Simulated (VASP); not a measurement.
A run of VASP 6.6.1 is set up as follows.

File INCAR:

```
SYSTEM = LaVSe2O
PREC     = Accurate       ! precision mode
ENCUT    = 520            ! plane-wave cutoff, eV
EDIFF    = 1E-6           ! SCF threshold, eV
ISMEAR   = 0              ! smearing method
SIGMA    = 0.15           ! smearing width, eV
LREAL    = .FALSE.        ! projectors in reciprocal space
LASPH    = .TRUE.         ! aspherical terms in the spheres
NELM     = 100            ! most SCF steps
ALGO     = Normal         ! electronic algorithm
ISIF     = 2              ! what is computed and relaxed
LWAVE    = .FALSE.        ! write WAVECAR
LCHARG   = .FALSE.        ! write CHGCAR
GGA      = PE             ! functional
NBANDS   = 53             ! bands
```

The input KPOINTS:

```
Automatic mesh
0
G
  5 5 2
  0 0 0
```

The input POSCAR:

```
LaVSe2O
1.0
    0.0000000000      3.9342100000      0.0000000000
    5.9290570000     -1.9671050000      0.0000000000
    0.0285820000      0.0000000000     -8.5415690000
La Se V O
2 4 2 2
Direct
    0.2303200000      0.4606400000      0.8020700000
    0.7696800000      0.5393600000      0.1979300000
    0.9530700000      0.9061400000      0.8005600000
    0.0469300000      0.0938600000      0.1994400000
    0.6406800000      0.2813600000      0.5351700000
    0.3593200000      0.7186400000      0.4648300000
    0.5000000000      0.0000000000      0.0000000000
    0.0000000000      0.0000000000      0.5000000000
    0.6629000000      0.3258000000      0.9418000000
    0.3371000000      0.6742000000      0.0582000000
```

Potentials or basis: VASP PAW PBE potentials, release 64 (La, Se, V_sv, O).

The run is started by

```sh
$ cat potpaw_PBE.64/La/POTCAR potpaw_PBE.64/Se/POTCAR potpaw_PBE.64/V_sv/POTCAR potpaw_PBE.64/O/POTCAR > POTCAR
$ mpirun -np 1 vasp_std > vasp.out
```

(1) Estimate the band gap on the k mesh.

(2) Estimate the pressure.

(3) Predict the largest force.

Results:

(1) zero (band 42 reaches 7.11 eV, above the bottom of band 43 at 6.74 eV).

(2) -4.4 GPa.

(3) 0.413 eV/Å.

Caveat: the k points lie up to 0.37 Å⁻¹ apart; spin-orbit coupling is left out, which moves the levels of the heavy elements; the run has no spin polarisation, though such a crystal can be magnetic; semilocal functionals often make such compounds metallic where correlation or magnetic order opens a gap, which also shifts bond lengths.
